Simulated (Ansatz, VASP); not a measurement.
This is a calculation of As for Ansatz 0.2.0.

input.yaml

```yaml
crystal:
  lattice:
    - [1.8607934009, -5.6078705233, 0.0]
    - [1.8607934009, 5.6078705233, 0.0]
    - [0.0, 0.0, 4.5576693162]
  atoms:
    - { symbol: As, position: [0.39, 0.61, 0.56] }
    - { symbol: As, position: [0.89, 0.11, 0.94] }
    - { symbol: As, position: [0.61, 0.39, 0.44] }
    - { symbol: As, position: [0.11, 0.89, 0.06] }
hamiltonian:
  xc: r2scan
  pseudopotentials: { kind: paw }
kpoints:
  mp_grid: { grid: [8, 8, 6] }
scf:
  occupations: { method: fermi_dirac, width: 0.05 }
output:
  forces: true
  stress: true
  eigenvalues: true
```

Potentials or basis: Ansatz PAW.

Run with:

```bash
$ ansatz run input.yaml --threads 1 --pin off --max-ram 3584MiB --backend cpu --events-out ev --progress --plain --runs-dir out
```

Q: Translate it to VASP 6.6.1. Potentials there: VASP PAW PBE potentials, release 64 (As).

A: As run (the cutoff follows the program's own potentials):

Contents of POSCAR:

```
As
1.0
    1.8607934009     -5.6078705233      0.0000000000
    1.8607934009      5.6078705233      0.0000000000
    0.0000000000      0.0000000000      4.5576693162
As
4
Direct
    0.3900000000      0.6100000000      0.5600000000
    0.8900000000      0.1100000000      0.9400000000
    0.6100000000      0.3900000000      0.4400000000
    0.1100000000      0.8900000000      0.0600000000
```

The input INCAR.step1:

```
SYSTEM = As
PREC     = Accurate       ! precision mode
ENCUT    = 520            ! plane-wave cutoff, eV
ISMEAR   = -1             ! smearing method
SIGMA    = 0.05           ! smearing width, eV
LREAL    = .False.        ! projectors in reciprocal space
LASPH    = .True.         ! aspherical terms in the spheres
NELM     = 60             ! most SCF steps
NBANDS   = 18             ! bands
GGA      = PE             ! functional
ALGO     = Normal         ! electronic algorithm
EDIFF    = 1E-4           ! SCF threshold, eV
LWAVE    = .True.         ! write WAVECAR
LCHARG   = .False.        ! write CHGCAR
```

File INCAR.step2:

```
SYSTEM = As
PREC     = Accurate       ! precision mode
ENCUT    = 520            ! plane-wave cutoff, eV
EDIFF    = 1E-7           ! SCF threshold, eV
ISMEAR   = -1             ! smearing method
SIGMA    = 0.05           ! smearing width, eV
LREAL    = .False.        ! projectors in reciprocal space
LASPH    = .True.         ! aspherical terms in the spheres
NELM     = 60             ! most SCF steps
ALGO     = Normal         ! electronic algorithm
ISIF     = 2              ! what is computed and relaxed
LWAVE    = .False.        ! write WAVECAR
LCHARG   = .False.        ! write CHGCAR
METAGGA  = R2SCAN         ! meta-GGA
LMIXTAU  = .True.       
NBANDS   = 18             ! bands
ISTART   = 1
```

The input KPOINTS:

```
Automatic mesh
0
Gamma
  8 8 6
  0 0 0
```

Potentials or basis: VASP PAW PBE potentials, release 64 (As).

Launch:

```console
$ cat potpaw_PBE.64/As/POTCAR > POTCAR
$ cp INCAR.step1 INCAR
$ mpirun -np 1 vasp_std > vasp.out
$ cp INCAR.step2 INCAR
$ mpirun -np 1 vasp_std > vasp.out
```

Both were run:

|  | VASP | Ansatz | Ansatz less VASP |
| --- | --- | --- | --- |
| gap on the k mesh at the Fermi level (eV) | 0.13 | 0.13 | -0.002 |
| least direct gap on the mesh (eV) | 0.13 | 0.13 | -0.002 |
| pressure (GPa) | -2.5 | -2.5 | -0.07 |
| traceless stress, the component that is largest in VASP (GPa) | 0.38 | 0.41 | +0.034 |
| rms of the force components (eV/Å) | 0.422 | 0.439 | +0.0166 |

VASP's potentials were made for PBE, not for r2SCAN. Atom by atom the forces differ by 0.017 eV/Å (rms over components). VASP's potentials hold 20 valence electrons a cell and Ansatz's 60, so a difference there can come from the potentials and not from the codes.
